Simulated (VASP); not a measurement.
Here is a VASP 6.6.1 calculation.

File INCAR:

```
PREC = Accurate ; ENCUT = 600
EDIFF = 1E-7 ; ISMEAR = 0
SIGMA = 0.1 ; LREAL = F
LASPH = T ; NELM = 60
ALGO = Normal ; ISIF = 3
LWAVE = F ; LCHARG = F
GGA = PE ; IBRION = 2
NSW = 90 ; EDIFFG = -0.04
```

KPOINTS

```
regular mesh
0
Gamma
  4 4 2
```

The input POSCAR:

```
ScGa3P2
1.0
    3.8613309300      0.0000000000      0.0000000000
    0.0000000000      3.8613309300      0.0000000000
    0.0000000000      0.0000000000      7.5284309300
Sc Ga P
1 3 2
Direct
    0.5000000000      0.5000000000      0.0000000000
    0.5000000000      0.5000000000      0.5000000000
    0.0000000000      0.0000000000      0.2590638300
    0.0000000000      0.0000000000      0.7409361700
    0.0000000000      0.5000000000      0.0000000000
    0.5000000000      0.0000000000      0.0000000000
```

Potentials or basis: VASP PAW PBE potentials, release 64 (Sc_sv, Ga_d, P).

Launch:

```console
$ cat potpaw_PBE.64/Sc_sv/POTCAR potpaw_PBE.64/Ga_d/POTCAR potpaw_PBE.64/P/POTCAR > POTCAR
$ mpirun -np 1 vasp_std > vasp.out
```

**Question.** Estimate the space group after relaxing (to 0.1 Å).

**Answer.** P4/mmm (No. 123).

**Question.** Estimate the relaxed cell.

**Answer.** a = 5.030 Å, b = 5.030 Å, c = 5.445 Å, α = 90.00°, β = 90.00°, γ = 90.00°.

Stress tensor (GPa, compression positive):
```
 0.14  0.00  0.00
 0.00  0.14  0.00
 0.00  0.00 -0.08
```

Caveat: the k points lie up to 0.58 Å⁻¹ apart in the final cell, too coarse for converged energies and pressures of a metal.
